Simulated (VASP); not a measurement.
Here is a VASP 6.6.1 calculation.

File INCAR:

```
PREC = Accurate ; ENCUT = 520
EDIFF = 1E-6 ; ISMEAR = 0
SIGMA = 0.1 ; LREAL = F
LASPH = T ; NELM = 100
ALGO = Normal ; ISIF = 2
LWAVE = F ; LCHARG = T
GGA = PE ; LELF = T
LVHAR = T ; NBANDS = 17
```

The input KPOINTS:

```
regular mesh
0
Gamma
  4 4 4
```

Contents of POSCAR:

```
Al5H
1.0
    0.0000000000      3.8861703542      3.8861703542
    3.8861703542      0.0000000000      3.8861703542
    3.8861703542      3.8861703542      0.0000000000
Al H
5 1
Direct
    0.8801634442      0.8801634442      0.8801634442
    0.8801634442      0.8801634442      0.3595096675
    0.8801634442      0.3595096675      0.8801634442
    0.3595096675      0.8801634442      0.8801634442
    0.5000000000      0.5000000000      0.5000000000
    0.7500000000      0.7500000000      0.7500000000
```

Potentials or basis: VASP PAW PBE potentials, release 64 (Al, H).

The run is started by

```sh
$ cat potpaw_PBE.64/Al/POTCAR potpaw_PBE.64/H/POTCAR > POTCAR
$ mpirun -np 1 vasp_std > vasp.out
```

**Question.** Predict the band gap on the k mesh.

**Answer.** Zero (bands 8 and 9 overlap by 3.16 eV).

**Question.** Predict the largest force.

**Answer.** 0.006 eV/Å.

**Question.** Estimate the pressure.

**Answer.** 0.0 GPa.

Forces in eV/Å, atoms in the order of the input:
```
Al  -0.003 -0.003 -0.003
Al   0.003  0.003 -0.003
Al   0.003 -0.003  0.003
Al  -0.003  0.003  0.003
Al   0.000  0.000  0.000
H    0.000  0.000  0.000
```
